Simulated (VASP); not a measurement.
Set up this calculation in VASP 6.6.1, as the native input.

- Task: relaxation of cell and atoms
- Functional: PBE
- Potentials or basis: VASP PAW PBE potentials, release 64 (Hf_pv, C)
- Cutoff: 600 eV
- k mesh: 6 × 6 × 4
- Occupations: gaussian, width 0.1 eV
- Spin: no spin polarisation
- Dipole correction: no
- Further INCAR settings: ALGO = Normal; EDIFF = 1e-06; IBRION = 2; EDIFFG = -0.04; NSW = 90; ISIF = 3

The structure of HfC2 lies in POSCAR:

```
HfC2
1.0
    3.0036147600      0.0000000000      0.0000000000
   -1.5018073800      2.6012066800      0.0000000000
    0.0000000000      0.0000000000      5.8603063200
Hf C
1 2
Direct
    0.0000000000      0.0000000000      0.5000000000
    0.0000000000      0.0000000000      0.8935338000
    0.0000000000      0.0000000000      0.1064662000
```

The cell was generated, and may not be a known phase.

These files were run (other wordings do the same):

INCAR

```
PREC = Accurate
ENCUT = 600
EDIFF = 1E-6
ISMEAR = 0
SIGMA = 0.1
LREAL = F
LASPH = T
NELM = 60
ALGO = Normal
ISIF = 3
LWAVE = F
LCHARG = F
GGA = PE
IBRION = 2
NSW = 90
EDIFFG = -0.04
```

KPOINTS

```
Automatic mesh
0
Gamma
  6 6 4
```

Potentials or basis: VASP PAW PBE potentials, release 64 (Hf_pv, C).

Launch:

```console
$ cat potpaw_PBE.64/Hf_pv/POTCAR potpaw_PBE.64/C/POTCAR > POTCAR
$ mpirun -np 1 vasp_std > vasp.out
```

It gave:

```
Relaxed volume                        : 19.24 Å³/atom
Relaxed cell                          : a = 3.447 Å, b = 3.447 Å, c = 5.609 Å, α = 90.00°, β = 90.00°, γ = 120.00°
Space group after relaxing (to 0.1 Å) : P6/mmm (No. 191)
Energy gained by relaxing             : 200.4 meV/atom
Ionic steps                           : 15
Pressure after relaxing               : 0.2 GPa
Largest force after relaxing          : 0.006 eV/Å
Band gap on the k mesh                : zero (bands 9 and 10 overlap by 0.84 eV)
```

Caveat: the k points lie up to 0.35 Å⁻¹ apart in the final cell, too coarse for converged energies and pressures of a metal; the volume moved by over 15 % at a fixed basis, so the end points are rough; spin-orbit coupling is left out, which moves the levels of the heavy elements.

Wall time 3.8 min on 1 thread of Intel Xeon 8259CL, on a shared host, peak memory 0.18 GiB.
